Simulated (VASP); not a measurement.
## In2Ge2O3: single point with PBE

The system is In2Ge2O3.

```
CELL_PARAMETERS angstrom
-1.95445 2.89810 6.34156
1.95445 -2.89810 6.34156
1.95445 2.89810 -6.34156
ATOMIC_POSITIONS crystal
In 0.00000 0.00000 0.00000
In 0.50000 0.00000 0.50000
Ge 0.76719 0.76719 0.00000
Ge 0.23281 0.23281 0.00000
O 0.71181 0.21181 0.50000
O 0.28819 0.78819 0.50000
O 0.00000 0.50000 0.50000
```

The cell was generated, and may not be a known phase.

```yaml
Program: VASP 6.6.1
Task: single point
Functional: PBE
Potentials_or_basis: VASP PAW PBE potentials, release 64 (In_d, Ge_d, O)
Cutoff: 520 eV
k_mesh: 4 × 4 × 4
Occupations: gaussian, width 0.15 eV
Spin: no spin polarisation
Dipole_correction: no
Further_INCAR_settings: ALGO = Normal; EDIFF = 1e-06; NBANDS = 45
```

```
Pressure               : 0.4 GPa
Largest force          : 0.039 eV/Å
Band gap on the k mesh : zero (bands 36 and 37 overlap by 0.43 eV)
```

Forces in eV/Å, atoms in the order of the input:
```
In   0.000  0.000  0.000
In   0.000  0.000  0.000
Ge   0.000  0.000  0.039
Ge   0.000  0.000 -0.039
O    0.000  0.000 -0.002
O    0.000  0.000  0.002
O    0.000  0.000  0.000
```

Stress tensor (GPa, compression positive):
```
0.52 0.00 0.00
0.00 0.13 0.00
0.00 0.00 0.49
```

Levels at points of the mesh, in eV from the Fermi level:
```
           k point  band 32  band 33  band 34  band 35  band 36  band 37  band 38  band 39  band 40  band 41
(0.00, 0.00, 0.00)    -3.85    -3.13    -2.96    -2.27    -0.86     0.12     0.44     2.11     3.52     3.57
(0.50, 0.00, 0.00)    -3.24    -3.09    -2.95    -2.92    -1.67     0.14     1.08     1.60     1.95     3.71
(0.00, 0.50, 0.00)    -2.65    -2.61    -1.97    -1.75    -0.63    -0.31     1.70     1.79     1.87     2.05
(0.50, 0.50, 0.00)    -2.84    -2.53    -2.38    -1.58    -0.01     0.32     0.49     1.50     1.68     3.33
(0.50, 0.50, 0.50)    -3.69    -3.17    -2.99    -2.59    -0.76     0.50     0.57     2.34     2.34     3.08
```

Wall time 5.6 min on 1 thread of Oxide Virtual Turin-like Processor, on a shared host, peak memory 0.41 GiB.

Caveat: the k points lie up to 0.42 Å⁻¹ apart; spin-orbit coupling is left out, which moves the levels of the heavy elements.
